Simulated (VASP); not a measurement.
# CsC (F-43m) in VASP: single point with HSE06

Aim: the single point of CsC with HSE06.

All numbers are computed with VASP 6.6.1; they aren't measurements. Logs are shortened: lines on timing, memory, paths and dates and some standing lists are left out, and cuts for length are marked.

## (1) The cell of the first run

It takes space group F-43m (No. 216, cubic). Conventional cell: a = 6.220 Å, b = 6.220 Å, c = 6.220 Å, α = 90.00°, β = 90.00°, γ = 90.00°. Cs (site symmetry -43m) has 4 C at 2.69 Å within 3.6 Å. C (site symmetry -43m) has 4 Cs at 2.69 Å within 3.6 Å.

## (2) Single point, HSE06

POSCAR reads:

```
CsC
1.0
    0.0000000000      3.1100544000      3.1100544000
    3.1100544000      0.0000000000      3.1100544000
    3.1100544000      3.1100544000      0.0000000000
Cs C
1 1
Direct
    0.0000000000      0.0000000000      0.0000000000
    0.2500000000      0.2500000000      0.2500000000
```

INCAR.step1 reads:

```
ALGO = Normal ; EDIFF = 1E-5
ENCUT = 520 ; GGA = PE
ISIF = 2 ; ISMEAR = -1
LASPH = True ; LCHARG = False
LREAL = False ; LWAVE = True
NBANDS = 14 ; NELM = 100
PREC = Accurate ; SIGMA = 0.05
```

INCAR.step2 reads:

```
ALGO = Normal ; EDIFF = 1E-7
ENCUT = 520 ; GGA = PE
HFSCREEN = 0.2079 ; ISIF = 2
ISMEAR = -1 ; ISTART = 1
LASPH = True ; LCHARG = False
LHFCALC = True ; LREAL = False
LWAVE = False ; NBANDS = 14
NELM = 100 ; PREC = Accurate
PRECFOCK = Normal ; SIGMA = 0.05
```

KPOINTS reads:

```
k-points
0
Gamma
  4 4 4
```

Potentials or basis: VASP PAW PBE potentials, release 64 (Cs_sv, C).

Command:

```bash
$ cat potpaw_PBE.64/Cs_sv/POTCAR potpaw_PBE.64/C/POTCAR > POTCAR
$ cp INCAR.step1 INCAR
$ mpirun -np 1 vasp_std > vasp.out
$ cp INCAR.step2 INCAR
$ mpirun -np 1 vasp_std > vasp.out
```

OUTCAR:

```text
EDIFF = 1E-7
   ENCUT = 520
   GGA = PE
   HFSCREEN = 0.2079
   ISIF = 2
   ISMEAR = -1
   ISTART = 1
   LASPH = True
   LHFCALC = True
   LREAL = False
   NELM = 100
   PREC = Accurate
   PRECFOCK = Normal

 ion  position               nearest neighbor table
   1  0.000  0.000  0.000-
   2  0.250  0.250  0.250-

  LATTYP: Found a face centered cubic cell.
 ALAT       =     6.2201088000

  Lattice vectors:

 A1 = (   0.0000000000,   3.1100544000,   3.1100544000)
 A2 = (   3.1100544000,   0.0000000000,   3.1100544000)
 A3 = (   3.1100544000,   3.1100544000,   0.0000000000)

Analysis of symmetry for initial positions (statically):
=====================================================================
 Subroutine PRICEL returns:
 Original cell was already a primitive cell.

 Routine SETGRP: Setting up the symmetry group for a
 face centered cubic supercell.

 Subroutine GETGRP returns: Found 24 space group operations
 (whereof 24 operations were pure point group operations)
 out of a pool of 48 trial point group operations.

The static configuration has the point symmetry T_d .

Analysis of symmetry for dynamics (positions and initial velocities):
=====================================================================
 Subroutine PRICEL returns:
 Original cell was already a primitive cell.

 Routine SETGRP: Setting up the symmetry group for a
 face centered cubic supercell.

 Subroutine GETGRP returns: Found 24 space group operations
 (whereof 24 operations were pure point group operations)
 out of a pool of 48 trial point group operations.

The dynamic configuration has the point symmetry T_d .

 Subroutine INISYM returns: Found 24 space group operations
 (whereof 24 operations are pure point group operations),
 and found     1 'primitive' translations

----------------------------------------------------------------------------------------

                                     Primitive cell

  volume of cell :      60.1636

  direct lattice vectors                    reciprocal lattice vectors
     0.000000000  3.110054400  3.110054400    -0.160768892  0.160768892  0.160768892
     3.110054400  0.000000000  3.110054400     0.160768892 -0.160768892  0.160768892
     3.110054400  3.110054400  0.000000000     0.160768892  0.160768892 -0.160768892

  length of vectors
     4.398281112  4.398281112  4.398281112     0.278459889  0.278459889  0.278459889

  position of ions in fractional coordinates (direct lattice)
     0.000000000  0.000000000  0.000000000
     0.250000000  0.250000000  0.250000000

  ion indices of the primitive-cell ions
   primitive index   ion index
                 1           1
                 2           2

----------------------------------------------------------------------------------------

 KPOINTS: k-points

Automatic generation of k-mesh.
 Grid dimensions read from file:
 generate k-points for:    4    4    4

 Generating k-lattice:

  Cartesian coordinates                     Fractional coordinates (reciprocal lattice)
    -0.040192223  0.040192223  0.040192223     0.250000000  0.000000000  0.000000000
     0.040192223 -0.040192223  0.040192223     0.000000000  0.250000000  0.000000000
     0.040192223  0.040192223 -0.040192223     0.000000000  0.000000000  0.250000000

  Length of vectors
     0.069614972  0.069614972  0.069614972

  Shift w.r.t. Gamma in fractional coordinates (k-lattice)
     0.000000000  0.000000000  0.000000000

 Subroutine IBZKPT returns following result:
 ===========================================

 Found      8 irreducible k-points:

 Following reciprocal coordinates:
            Coordinates               Weight
  0.000000  0.000000  0.000000      1.000000
  0.250000  0.000000  0.000000      8.000000
  0.500000  0.000000  0.000000      4.000000
  0.250000  0.250000  0.000000      6.000000
  0.500000  0.250000  0.000000     24.000000
 -0.250000  0.250000  0.000000     12.000000
  0.500000  0.500000  0.000000      3.000000
 -0.250000  0.500000  0.250000      6.000000
   k-points           NKPTS =      8   k-points in BZ     NKDIM =     64   number of bands    NBANDS=     14
   number of dos      NEDOS =    301   number of ions     NIONS =      2
   total plane-waves  NPLWV =  46656
   dimension x,y,z NGX =    36 NGY =   36 NGZ =   36
   dimension x,y,z NGXF=    72 NGYF=   72 NGZF=   72
   ions per type =               1   1
   NGX,Y,Z   is equivalent  to a cutoff of  13.61, 13.61, 13.61 a.u.
   NGXF,Y,Z  is equivalent  to a cutoff of  27.21, 27.21, 27.21 a.u.
 SYSTEM =  unknown system
   PREC   = accura    normal or accurate (medium, high low for compatibility)
   ISTART =      1    job   : 0-new  1-cont  2-samecut
   ICHARG =      0    charge: 1-file 2-atom 10-const
   ISPIN  =      1    spin polarized calculation?
   LNONCOLLINEAR =      F non collinear calculations
   LSORBIT =      F    spin-orbit coupling
   LASPH  =      T    aspherical Exc in radial PAW
   ENCUT  =  520.0 eV  38.22 Ry    6.18 a.u.   8.18  8.18  8.18*2*pi/ulx,y,z
   NELM   =    100;   NELMIN=  2; NELMDL=  0     # of ELM steps
   EDIFF  = 0.1E-06   stopping-criterion for ELM
   LREAL  =      F    real-space projection
   EDIFFG = 0.1E-05   stopping-criterion for IOM
   NSW    =      0    number of steps for IOM
   IBRION =     -1    ionic relax: 0-MD 1-quasi-New 2-CG
   NFREE  =      0    steps in history (QN), initial steepest desc. (CG)
   ISIF   =      2    stress and relaxation
   ISYM   =      3    0-nonsym 1-usesym 2-fastsym
   POTIM  = 0.5000    time-step for ionic-motion
   TEBEG  =    0.0;   TEEND  =   0.0 temperature during run
   PSTRESS=    0.0 pullay stress
   NELECT =      13.0000    total number of electrons
   NUPDOWN=      -1.0000    fix difference up-down
   EMIN   =  10.00;   EMAX   =-10.00  energy-range for DOS
   EFERMI =   0.00;   METHOD = LEGACY
   ISMEAR =    -1;   SIGMA  =   0.05  broadening in eV -4-tet -1-fermi 0-gaus
   EFERMI_NEDOS =   21; number of points for ismear=-14 and -15
   IALGO  =     38    algorithm
   IMIX   =      1    mixing-type and parameters
     AMIX     =   0.40;   BMIX     =  1.00
     AMIX_MAG =   1.60;   BMIX_MAG =  1.00
  volume/ion in A,a.u.               =      30.08       203.00
  Fermi-wavevector in a.u.,A,eV,Ry     =   0.982376  1.856422 13.130487  0.965064
  Thomas-Fermi vector in A             =   2.113454
   LORBIT       =      0    0 simple, 1 ext, 2 COOP (PROOUT), +10 PAW based schemes
   GGA     = PE    functional components
   LHFCALC =     T    Hartree Fock is set to
   PRECFOCK=normal    Normal, Fast or Accurate (Low or Medium for compatibility)
   ENCUT4O =  -1.0   cutoff for four orbital integrals eV
   NKREDX  =     1    reduce k-point grid by
   NKREDY  =     1    reduce k-point grid by
   NKREDZ  =     1    reduce k-point grid by
   AEXX    =    0.2500 exact exchange contribution
   HFSCREEN=    0.2079 screening length (either q_TF or 0.3 A-1)
   HFSCREENC=   0.2079 screening length for correlation (either q_TF or 0.3 A-1)
   ENCUTFOCK=  -1.0 apply spherical cutoff to Coloumb kernel
   IVDW    =     0    specifies the selected vdW correction
   LEPSILON=     F    determine dielectric tensor
   LRPA    =     F    only Hartree local field effects (RPA)
 non-spin polarized calculation
  energy-cutoff  :      520.00
  volume of cell :       60.16
 maximum number of plane-waves:      1639
 NGX is ok and might be reduce to    36
  NGX = 28; NGY = 28; NGZ = 28

 number of electron      13.0000000 magnetization

 Free energy of the ion-electron system (eV)
  ---------------------------------------------------
  ext. energy  EPLUGINS =         0.00000000
  ---------------------------------------------------
  free energy    TOTEN  =        -4.17901666 eV

  energy without entropy =       -4.15955366  energy(sigma->0) =       -4.16928516

 E-fermi :   1.2858     XC(G=0):  -6.8816

 val. band max:        1.2254361452   @ k =  -0.2500   0.2500   0.0000
 cond. band min:       1.4084374200   @ k =   0.2500   0.2500   0.0000
 fundamental gap:      0.1830012748
 Fermi energy:         1.2857660701

 k-point     1 :       0.0000    0.0000    0.0000
  band No.  band energies     occupation
      1     -22.1153      2.00000
      2      -8.4975      2.00000
      3      -7.4937      2.00000
      4      -7.4937      2.00000
      5      -7.4937      2.00000
      6       0.4523      2.00000
      7       0.4523      2.00000
      8       0.4523      2.00000
      9       4.7643      0.00000
     10       8.6418      0.00000
     11       8.6418      0.00000
     12      10.2747      0.00000
     13      10.2747      0.00000
     14      10.2747      0.00000

 k-point     2 :       0.2500    0.0000    0.0000
  band No.  band energies     occupation
      1     -22.0234      2.00000
      2      -9.8774      2.00000
      3      -7.6236      2.00000
      4      -7.6236      2.00000
      5      -6.5039      2.00000
      6       0.8136      1.99984
      7       0.8136      1.99984
      8       0.8621      1.99958
      9       6.1317      0.00000
     10       7.9661      0.00000
     11       7.9661      0.00000
     12       9.3356      0.00000
     13      11.7468      0.00000
     14      11.7468      0.00000

 k-point     3 :       0.5000    0.0000    0.0000
  band No.  band energies     occupation
      1     -21.9279      2.00000
      2     -10.6477      2.00000
      3      -7.7437      2.00000
      4      -7.7437      2.00000
      5      -6.2175      2.00000
      6       1.1084      1.94403
      7       1.1084      1.94402
      8       1.9092      0.00001
      9       6.7228      0.00000
     10       8.1659      0.00000
     11       8.5339      0.00000
     12       8.5339      0.00000
     13      10.8241      0.00000
     14      10.8242      0.00000
[... 52 lines left out ...]
 k-point     7 :       0.5000    0.5000    0.0000
  band No.  band energies     occupation
      1     -21.8652      2.00000
      2     -10.8662      2.00000
      3      -8.1339      2.00000
      4      -8.1339      2.00000
      5      -5.5326      2.00000
      6      -0.0104      2.00000
      7       2.4789      0.00000
      8       2.4789      0.00000
      9       6.0627      0.00000
     10       6.9468      0.00000
     11      10.7786      0.00000
     12      10.8494      0.00000
     13      10.8494      0.00000
     14      13.8302      0.00000

 k-point     8 :      -0.2500    0.5000    0.2500
  band No.  band energies     occupation
      1     -21.8647      2.00000
      2     -10.7938      2.00000
      3      -8.4130      2.00000
      4      -8.1776      2.00000
      5      -5.2084      2.00000
      6       1.0250      1.98920
      7       1.4740      0.04528
      8       2.3015      0.00000
      9       6.0079      0.00000
     10       6.6783      0.00000
     11       9.5474      0.00000
     12      10.7437      0.00000
     13      12.5329      0.00000
     14      13.1281      0.00000

------------------------ aborting loop because EDIFF is reached ----------------------------------------

  FORCE on cell =-STRESS in cart. coord.  units (eV):
  Direction    XX          YY          ZZ          XY          YZ          ZX
  --------------------------------------------------------------------------------------
  -------------------------------------------------------------------------------------
  Total        1.4314371      1.4314371      1.4314371      0.0000000      0.0000000      0.0000000
  in kB       38.1196508     38.1196508     38.1196508      0.0000000      0.0000000      0.0000000
  external PRESSURE =      38.1196508 kB  Pullay stress =       0.0000000 kB

 VOLUME and BASIS-vectors are now :
 -----------------------------------------------------------------------------
  energy-cutoff  :      520.00
  volume of cell :       60.16
      direct lattice vectors                 reciprocal lattice vectors
     0.000000000  3.110054400  3.110054400    -0.160768892  0.160768892  0.160768892
     3.110054400  0.000000000  3.110054400     0.160768892 -0.160768892  0.160768892
     3.110054400  3.110054400  0.000000000     0.160768892  0.160768892 -0.160768892

 POSITION                                       TOTAL-FORCE (eV/Angst)
 -----------------------------------------------------------------------------------
      0.00000      0.00000      0.00000        -0.000000     -0.000000     -0.000000
      1.55503      1.55503      1.55503         0.000000      0.000000      0.000000
 -----------------------------------------------------------------------------------
    total drift:                               -0.000001     -0.000000     -0.000000

  FREE ENERGIE OF THE ION-ELECTRON SYSTEM (eV)
  ---------------------------------------------------
  free  energy   TOTEN  =        -4.1790166584 eV

  energy  without entropy=       -4.1595536560  energy(sigma->0) =       -4.16928516
```

Run time: 14 min. Hardware: 1 thread of Intel Xeon Platinum 8259CL at 2.50GHz (Skylake/Cascade Lake), shared host; peak memory 0.31 GiB.

What came out:

| Quantity | Value |
| --- | --- |
| Free energy | -4.1790 eV |
| Pressure | 3.8 GPa |
| Band gap on the k mesh | zero (an odd number of electrons rules out a gap without spin polarisation) |

Caveat: the k points lie up to 0.44 Å⁻¹ apart, too coarse for converged energies and pressures of a metal; the PAW data sets were made with another functional, which shifts forces and pressure a little; spin-orbit coupling is left out, which moves the levels of the heavy elements.

The gap in the log of VASP goes by the Fermi energy; the results here count the filled bands.